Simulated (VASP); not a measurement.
# W9C8 in VASP: single point with PBEsol

Aim: the single point of W9C8 with PBEsol.

Program: VASP 6.6.1. These are calculated values, not measurements. Logs are shortened: lines on timing, memory, paths and dates and some standing lists are left out, and cuts for length are marked.

## 1. The cell of the first run

The cell holds a slab with vacuum, 17 atoms: a = 5.800 Å, b = 5.800 Å, c = 15.256 Å, α = 90.00°, β = 90.00°, γ = 120.00°.

## 2. Single point, PBEsol

Contents of INCAR:

```
  PREC = Accurate
  ENCUT = 520
  EDIFF = 1E-6
  ISMEAR = 0
  SIGMA = 0.15
  LREAL = Auto
  LASPH = True
  NELM = 100
  ALGO = Normal
  ISIF = 2
  LWAVE = False
  LCHARG = False
  GGA = PS
  NBANDS = 93
```

Contents of KPOINTS:

```
regular mesh
0
Gamma
  4 4 1
```

Contents of POSCAR:

```
W9C8
1.0
    5.7996800000      0.0000000000      0.0000000000
   -2.8998400000      5.0226700000      0.0000000000
    0.0000000000      0.0000000000     15.2562950000
W C
9 8
Direct
    0.0000000000      0.0000000000      0.0655467137
   -0.0020705300      0.0056874133      0.2516639197
    0.0000000000      0.5000000000      0.0655467137
   -0.0037365480      0.5046182608      0.2416541500
    0.5000000000      0.0000000000      0.0655467137
    0.4940563564      0.0050546821      0.2519652380
    0.5000000000      0.5000000000      0.0655467137
    0.4949138859      0.5039488957      0.2524622131
    0.9795745931      0.4945256208      0.4071850341
    0.3315968223      0.1693477772      0.1544904579
    0.3293468968      0.1755488615      0.3273390427
    0.3342788164      0.6703946307      0.1522397148
    0.3094983070      0.6659557566      0.3381078434
    0.8299901715      0.1659499828      0.1521115054
    0.8340671238      0.1829150631      0.3361771649
    0.8299875902      0.6707492230      0.1518272294
    0.8376690282      0.6693860039      0.3364214575
```

Potentials or basis: VASP PAW PBE potentials, release 64 (W_sv, C).

The run is started by

```sh
cat potpaw_PBE.64/W_sv/POTCAR potpaw_PBE.64/C/POTCAR > POTCAR
mpirun -np 1 vasp_std > vasp.out
```

OUTCAR:

```text
PREC = Accurate
   ENCUT = 520
   EDIFF = 1E-6
   ISMEAR = 0
   LREAL = Auto
   LASPH = True
   NELM = 100
   ISIF = 2
   GGA = PS

 ion  position               nearest neighbor table
   1  0.000  0.000  0.066-  16 2.11  14 2.14  10 2.15   2 2.84   7 2.90   3 2.90   3 2.90   7 2.90
                             5 2.90   5 2.90
   2  0.998  0.006  0.252-  11 2.03  17 2.13  15 2.14  10 2.24  14 2.24  16 2.27   1 2.84   6 2.88
                             8 2.89   4 2.90   4 2.91   8 2.91   6 2.92
   3  0.000  0.500  0.066-  14 2.14  12 2.14  16 2.16   4 2.69   5 2.90   1 2.90   1 2.90   5 2.90
                             7 2.90   7 2.90
   4  0.996  0.505  0.242-  13 2.15  16 2.16  15 2.17  17 2.17  12 2.18  14 2.18   9 2.53   3 2.69
                             8 2.90   6 2.90   2 2.90   2 2.91   6 2.91   8 2.91
   5  0.500  0.000  0.066-  12 2.12  14 2.12  10 2.17   6 2.84   7 2.90   3 2.90   7 2.90   3 2.90
                             1 2.90   1 2.90
   6  0.494  0.005  0.252-  11 2.04  15 2.14  13 2.15  10 2.21  12 2.27  14 2.27   5 2.84   2 2.88
                             8 2.89   4 2.90   8 2.91   4 2.91   2 2.92
   7  0.500  0.500  0.066-  16 2.12  12 2.14  10 2.14   8 2.85   1 2.90   5 2.90   5 2.90   1 2.90
                             3 2.90   3 2.90
   8  0.495  0.504  0.252-  11 2.01  17 2.15  13 2.18  12 2.24  10 2.25  16 2.28   7 2.85   2 2.89
                             6 2.89   4 2.90   6 2.91   4 2.91   2 2.91
   9  0.980  0.495  0.407-  15 1.90  17 1.93  13 1.96   4 2.53
  10  0.332  0.169  0.154-   7 2.14   1 2.15   5 2.17   6 2.21   2 2.24   8 2.25
  11  0.329  0.176  0.327-   8 2.01   2 2.03   6 2.04
  12  0.334  0.670  0.152-   5 2.12   3 2.14   7 2.14   4 2.18   8 2.24   6 2.27
  13  0.309  0.666  0.338-   9 1.96   6 2.15   4 2.15   8 2.18
  14  0.830  0.166  0.152-   5 2.12   3 2.14   1 2.14   4 2.18   2 2.24   6 2.27
  15  0.834  0.183  0.336-   9 1.90   6 2.14   2 2.14   4 2.17
  16  0.830  0.671  0.152-   1 2.11   7 2.12   3 2.16   4 2.16   2 2.27   8 2.28
  17  0.838  0.669  0.336-   9 1.93   2 2.13   8 2.15   4 2.17

  LATTYP: Found a hexagonal cell.
 ALAT       =     5.7996800000
 C/A-ratio  =     2.6305408229

  Lattice vectors:

 A1 = (   5.7996800000,   0.0000000000,   0.0000000000)
 A2 = (  -2.8998400000,   5.0226700000,   0.0000000000)
 A3 = (   0.0000000000,   0.0000000000,  15.2562950000)

Analysis of symmetry for initial positions (statically):
=====================================================================
 Subroutine PRICEL returns:
 Original cell was already a primitive cell.

 Routine SETGRP: Setting up the symmetry group for a
 hexagonal supercell.

 Subroutine GETGRP returns: Found  1 space group operations
 (whereof  1 operations were pure point group operations)
 out of a pool of 24 trial point group operations.

The static configuration has the point symmetry C_1 .

Analysis of symmetry for dynamics (positions and initial velocities):
=====================================================================
 Subroutine PRICEL returns:
 Original cell was already a primitive cell.

 Routine SETGRP: Setting up the symmetry group for a
 hexagonal supercell.

 Subroutine GETGRP returns: Found  1 space group operations
 (whereof  1 operations were pure point group operations)
 out of a pool of 24 trial point group operations.

The dynamic configuration has the point symmetry C_1 .

 Subroutine INISYM returns: Found  1 space group operations
 (whereof  1 operations are pure point group operations),
 and found     1 'primitive' translations

----------------------------------------------------------------------------------------

                                     Primitive cell

  volume of cell :     444.4140

  direct lattice vectors                    reciprocal lattice vectors
     5.799680000  0.000000000  0.000000000     0.172423306  0.099548646  0.000000000
    -2.899840000  5.022670000  0.000000000     0.000000000  0.199097293  0.000000000
     0.000000000  0.000000000 15.256295000     0.000000000  0.000000000  0.065546714

  length of vectors
     5.799680000  5.799679815 15.256295000     0.199097287  0.199097293  0.065546714

  position of ions in fractional coordinates (direct lattice)
     0.000000000  0.000000000  0.065546714
     0.997929470  0.005687413  0.251663920
     0.000000000  0.500000000  0.065546714
     0.996263452  0.504618261  0.241654150
     0.500000000  0.000000000  0.065546714
     0.494056356  0.005054682  0.251965238
[... 9 lines left out ...]
     0.829987590  0.670749223  0.151827229
     0.837669028  0.669386004  0.336421458

  ion indices of the primitive-cell ions
   primitive index   ion index
                 1           1
                 2           2
                 3           3
                 4           4
                 5           5
                 6           6
[... 9 lines left out ...]
                16          16
                17          17

----------------------------------------------------------------------------------------

 KPOINTS: regular mesh

Automatic generation of k-mesh.
 Grid dimensions read from file:
 generate k-points for:    4    4    1

 Generating k-lattice:

  Cartesian coordinates                     Fractional coordinates (reciprocal lattice)
     0.043105827  0.024887162  0.000000000     0.250000000  0.000000000  0.000000000
     0.000000000  0.049774323  0.000000000     0.000000000  0.250000000  0.000000000
     0.000000000  0.000000000  0.065546714     0.000000000  0.000000000  1.000000000

  Length of vectors
     0.049774322  0.049774323  0.065546714

  Shift w.r.t. Gamma in fractional coordinates (k-lattice)
     0.000000000  0.000000000  0.000000000

 Subroutine IBZKPT returns following result:
 ===========================================

 Found     10 irreducible k-points:

 Following reciprocal coordinates:
            Coordinates               Weight
  0.000000  0.000000  0.000000      1.000000
  0.250000 -0.000000  0.000000      2.000000
  0.000000  0.250000  0.000000      2.000000
 -0.250000  0.250000  0.000000      2.000000
  0.500000 -0.000000  0.000000      1.000000
  0.000000  0.500000  0.000000      1.000000
  0.500000  0.500000  0.000000      1.000000
  0.250000  0.250000  0.000000      2.000000
 -0.250000  0.500000  0.000000      2.000000
  0.500000  0.250000  0.000000      2.000000
   k-points           NKPTS =     10   k-points in BZ     NKDIM =     10   number of bands    NBANDS=     93
   number of dos      NEDOS =    301   number of ions     NIONS =     17
   total plane-waves  NPLWV = 276480
   dimension x,y,z NGX =    48 NGY =   48 NGZ =  120
   dimension x,y,z NGXF=    96 NGYF=   96 NGZF=  240
   ions per type =               9   8
   NGX,Y,Z   is equivalent  to a cutoff of  13.76, 13.76, 13.08 a.u.
   NGXF,Y,Z  is equivalent  to a cutoff of  27.52, 27.52, 26.15 a.u.
 SYSTEM =  unknown system
   PREC   = accura    normal or accurate (medium, high low for compatibility)
   ISTART =      0    job   : 0-new  1-cont  2-samecut
   ICHARG =      2    charge: 1-file 2-atom 10-const
   ISPIN  =      1    spin polarized calculation?
   LNONCOLLINEAR =      F non collinear calculations
   LSORBIT =      F    spin-orbit coupling
   LASPH  =      T    aspherical Exc in radial PAW
   ENCUT  =  520.0 eV  38.22 Ry    6.18 a.u.  10.78 10.78 28.37*2*pi/ulx,y,z
   NELM   =    100;   NELMIN=  2; NELMDL= -5     # of ELM steps
   EDIFF  = 0.1E-05   stopping-criterion for ELM
   LREAL  =      T    real-space projection
   EDIFFG = 0.1E-04   stopping-criterion for IOM
   NSW    =      0    number of steps for IOM
   IBRION =     -1    ionic relax: 0-MD 1-quasi-New 2-CG
   NFREE  =      0    steps in history (QN), initial steepest desc. (CG)
   ISIF   =      2    stress and relaxation
   ISYM   =      2    0-nonsym 1-usesym 2-fastsym
   POTIM  = 0.5000    time-step for ionic-motion
   TEBEG  =    0.0;   TEEND  =   0.0 temperature during run
   PSTRESS=    0.0 pullay stress
   NELECT =     158.0000    total number of electrons
   NUPDOWN=      -1.0000    fix difference up-down
   EMIN   =  10.00;   EMAX   =-10.00  energy-range for DOS
   EFERMI =   0.00;   METHOD = LEGACY
   ISMEAR =     0;   SIGMA  =   0.15  broadening in eV -4-tet -1-fermi 0-gaus
   EFERMI_NEDOS =   21; number of points for ismear=-14 and -15
   IALGO  =     38    algorithm
   IMIX   =      4    mixing-type and parameters
     AMIX     =   0.40;   BMIX     =  1.00
     AMIX_MAG =   1.60;   BMIX_MAG =  1.00
  volume/ion in A,a.u.               =      26.14       176.41
  Fermi-wavevector in a.u.,A,eV,Ry     =   1.159751  2.191611 18.300128  1.345021
  Thomas-Fermi vector in A             =   2.296340
   LORBIT       =      0    0 simple, 1 ext, 2 COOP (PROOUT), +10 PAW based schemes
   GGA     = PS    functional components
   LHFCALC =     F    Hartree Fock is set to
   AEXX    =    0.0000 exact exchange contribution
   IVDW    =     0    specifies the selected vdW correction
   LEPSILON=     F    determine dielectric tensor
   LRPA    =     F    only Hartree local field effects (RPA)
 non-spin polarized calculation
 Gauss-broadening in eV      SIGMA  =   0.15
  energy-cutoff  :      520.00
  volume of cell :      444.41
 maximum number of plane-waves:     11992
 NGX is ok and might be reduce to    48
   NGX = 21   NGY = 21   NGZ = 57

 number of electron     158.0000002 magnetization

 Free energy of the ion-electron system (eV)
  ---------------------------------------------------
  ext. energy  EPLUGINS =         0.00000000
  ---------------------------------------------------
  free energy    TOTEN  =      -186.88948259 eV

  energy without entropy =     -186.81277175  energy(sigma->0) =     -186.85112717

 E-fermi :   2.2278     XC(G=0):  -7.0933

 val. band max:        2.2076937147   @ k =   0.0000   0.0000   0.0000
 cond. band min:       2.2446462102   @ k =   0.0000   0.0000   0.0000
 fundamental gap:      0.0369524956
 Fermi energy:         2.2277796446

 k-point     1 :       0.0000    0.0000    0.0000
  band No.  band energies     occupation
      1     -72.3591      2.00000
      2     -71.7899      2.00000
      3     -71.7409      2.00000
      4     -71.7320      2.00000
      5     -71.7191      2.00000
      6     -71.7133      2.00000
[... 929 lines left out ...]
     90       4.3336      0.00000
     91       4.3743      0.00000
 [bands above 91 left out]

------------------------ aborting loop because EDIFF is reached ----------------------------------------

  FORCE on cell =-STRESS in cart. coord.  units (eV):
  Direction    XX          YY          ZZ          XY          YZ          ZX
  --------------------------------------------------------------------------------------
  -------------------------------------------------------------------------------------
  Total       -6.2120194     -4.9543056      0.9885632      0.4520813     -0.4726365      2.9201705
  in kB      -22.3952352    -17.8609939      3.5639143      1.6298190     -1.7039233     10.5276403
  external PRESSURE =     -12.2307716 kB  Pullay stress =       0.0000000 kB

 VOLUME and BASIS-vectors are now :
 -----------------------------------------------------------------------------
  energy-cutoff  :      520.00
  volume of cell :      444.41
      direct lattice vectors                 reciprocal lattice vectors
     5.799680000  0.000000000  0.000000000     0.172423306  0.099548646  0.000000000
    -2.899840000  5.022670000  0.000000000     0.000000000  0.199097293  0.000000000
     0.000000000  0.000000000 15.256295000     0.000000000  0.000000000  0.065546714

 POSITION                                       TOTAL-FORCE (eV/Angst)
 -----------------------------------------------------------------------------------
      0.00000      0.00000      1.00000        -0.219291      0.114608      0.194286
      5.77118      0.02857      3.83946         0.026042     -0.079681     -0.000878
     -1.44992      2.51133      1.00000        -0.122672      0.090683     -0.919091
      4.31470      2.53453      3.68675        -0.022834     -0.117063     -0.015361
      2.89984      0.00000      1.00000        -0.112727      0.086369      0.238036
      2.85071      0.02539      3.84406         0.032078     -0.090816      0.031831
[... 9 lines left out ...]
      2.86860      3.36895      2.31632         0.017168     -0.024965     -0.024102
      2.91710      3.36211      5.13254        -0.056018     -0.201734      0.053598
 -----------------------------------------------------------------------------------
    total drift:                               -0.018559      0.004192     -0.005318

  FREE ENERGIE OF THE ION-ELECTRON SYSTEM (eV)
  ---------------------------------------------------
  free  energy   TOTEN  =      -186.8894825894 eV

  energy  without entropy=     -186.8127717525  energy(sigma->0) =     -186.85112717
```

It took 20 min on 1 thread of Intel Xeon Platinum 8488C (Sapphire Rapids), shared host; peak memory 0.71 GiB.

Results:

* Free energy: -186.8895 eV
* Largest force: 0.932 eV/Å
* Band gap on the k mesh: zero (bands 79 and 80 overlap by 0.54 eV)

Forces on the atoms (eV/Å):
```
W   -0.219  0.115  0.194
W    0.026 -0.080 -0.001
W   -0.123  0.091 -0.919
W   -0.023 -0.117 -0.015
W   -0.113  0.086  0.238
W    0.032 -0.091  0.032
W   -0.187  0.180  0.310
W    0.027 -0.050 -0.057
W    0.542  0.736  0.172
C    0.047 -0.028 -0.060
C    0.030 -0.168  0.083
C    0.005 -0.023 -0.009
C    0.002 -0.210  0.156
C    0.014  0.005 -0.024
C   -0.021 -0.220 -0.129
C    0.017 -0.025 -0.024
C   -0.056 -0.202  0.054
```

Caveat: the PAW data sets were made with another functional, which shifts forces and pressure a little; spin-orbit coupling is left out, which moves the levels of the heavy elements.
